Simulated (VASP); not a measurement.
Here is a VASP 6.6.1 calculation.

Contents of INCAR:

```
SYSTEM = SiO2
  PREC = Accurate
  ENCUT = 520
  EDIFF = 1E-7
  ISMEAR = 0
  SIGMA = 0.05
  LREAL = Auto
  LASPH = .TRUE.
  NELM = 60
  ALGO = Normal
  ISIF = 2
  LWAVE = .FALSE.
  LCHARG = .FALSE.
  GGA = PS
  NBANDS = 63
```

KPOINTS

```
regular mesh
0
G
  4 4 4
  0 0 0
```

POSCAR

```
SiO2
1.0
    4.1890047716     -8.1284566593      0.0000000000
    4.1890047716      8.1284566593      0.0000000000
    0.0000000000      0.0000000000      5.2514179063
Si O
6 12
Direct
    0.0102808395      0.4026121463      0.2500000000
    0.4026121463      0.0102808395      0.7500000000
    0.5973878537      0.9897191605      0.2500000000
    0.9897191605      0.5973878537      0.7500000000
    0.4430221731      0.5569778269      0.2500000000
    0.5569778269      0.4430221731      0.7500000000
    0.0000000000      0.5000000000      0.5000000000
    0.5000000000      0.0000000000      0.5000000000
    0.5000000000      0.0000000000      0.0000000000
    0.0000000000      0.5000000000      0.0000000000
    0.2099831976      0.4362740928      0.2500000000
    0.4362740928      0.2099831976      0.7500000000
    0.5637259072      0.7900168024      0.2500000000
    0.7900168024      0.5637259072      0.7500000000
    0.8307346196      0.1692653804      0.2500000000
    0.1692653804      0.8307346196      0.7500000000
    0.5000000000      0.5000000000      0.0000000000
    0.5000000000      0.5000000000      0.5000000000
```

Potentials or basis: VASP PAW PBE potentials, release 64 (Si, O).

Launch:

```bash
$ cat potpaw_PBE.64/Si/POTCAR potpaw_PBE.64/O/POTCAR > POTCAR
$ mpirun -np 1 vasp_std > vasp.out
```

Problem. Predict the pressure.

Solution. -10.7 GPa.

Problem. What does it give for the band gap on the k mesh?

Solution. 4.30 eV, direct.

Problem. What does it give for the largest force?

Solution. 2.669 eV/Å.

Stress tensor (GPa, compression positive):
```
-23.99   0.00   0.00
  0.00  -6.91   0.00
  0.00   0.00  -1.21
```

Caveat: the cell differs from its parent crystal (strain +0.1125 x Voigt [1, 0, 0, 0, 0, 0]); the PAW data sets were made with another functional, which shifts forces and pressure a little. A k mesh can miss the band edges.
